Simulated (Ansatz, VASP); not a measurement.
# Two plane-wave programs on NaF

Contents of INCAR:

```
PREC     = Accurate       # precision mode
ENCUT    = 520            # plane-wave cutoff, eV
EDIFF    = 1E-7           # SCF threshold, eV
ISMEAR   = 0              # smearing method
SIGMA    = 0.01           # smearing width, eV
LREAL    = F              # projectors in reciprocal space
LASPH    = T              # aspherical terms in the spheres
NELM     = 100            # most SCF steps
ALGO     = Normal         # electronic algorithm
ISIF     = 2              # what is computed and relaxed
LWAVE    = F              # write WAVECAR
LCHARG   = T              # write CHGCAR
GGA      = PE             # functional
LELF     = T              # ELF
LVHAR    = T            
NBANDS   = 22             # bands
```

File KPOINTS:

```
Automatic mesh
0
Gamma
  12 12 6
```

File POSCAR:

```
NaF
1.0
    3.1775543160      0.0000000000      0.0000000000
   -1.5887771580      2.7518427596      0.0000000000
    0.0000000000      0.0000000000      5.5676310269
Na F
2 2
Direct
    0.0000000000      0.0000000000      0.0000000000
    0.0000000000      0.0000000000      0.5000000000
    0.3333333333      0.6666666667      0.2500000000
    0.6666666667      0.3333333333      0.7500000000
```

Input for Ansatz:

```yaml
crystal:
  lattice:
    - [3.177554316, 0.0, 0.0]
    - [-1.588777158, 2.7518427596, 0.0]
    - [0.0, 0.0, 5.5676310269]
  atoms:
    - { symbol: Na, position: [0.0, 0.0, 0.0] }
    - { symbol: Na, position: [0.0, 0.0, 0.5] }
    - { symbol: F, position: [0.3333333333, 0.6666666667, 0.25] }
    - { symbol: F, position: [0.6666666667, 0.3333333333, 0.75] }
kpoints:
  mp_grid: { grid: [12, 12, 6] }
  band_path:
    path:
      - [0.0, 0.0, 0.0]
      - [0.5, 0.0, 0.0]
      - [0.3333333333, 0.3333333333, 0.0]
      - [0.0, 0.0, 0.5]
      - [0.5, 0.0, 0.5]
      - [0.3333333333, 0.3333333333, 0.5]
    npoints: 1
hamiltonian:
  xc: pbe
scf:
  occupations: { method: fixed }
  n_extra_bands: 5
output:
  forces: true
  stress: true
  eigenvalues: true
```

Alike in both runs: task single point; functional PBE; k mesh 12 × 12 × 6; no spin polarisation.

|  | VASP | Ansatz |
| --- | --- | --- |
| version | VASP 6.6.1 | Ansatz 0.2.0 |
| potentials or method | VASP PAW PBE potentials, release 64 (Na_pv, F) | plane waves, PAW |
| plane-wave cutoff (eV) | 520 | 420 |
| occupations | gaussian, width 0.01 eV | fixed |
| valence electrons in the cell | 28 | 32 |

|  | VASP | Ansatz | Ansatz less VASP |
| --- | --- | --- | --- |
| gap on the k mesh at the Fermi level (eV) | 6.34 | 6.36 | +0.016 |
| pressure (GPa) | 3.5 | 3.6 | +0.09 |
| traceless stress, the component that is largest in VASP (GPa) | 0.20 | 0.18 | -0.019 |

VASP's potentials hold 28 valence electrons a cell and Ansatz's 32, so a difference there can come from the potentials and not from the codes.
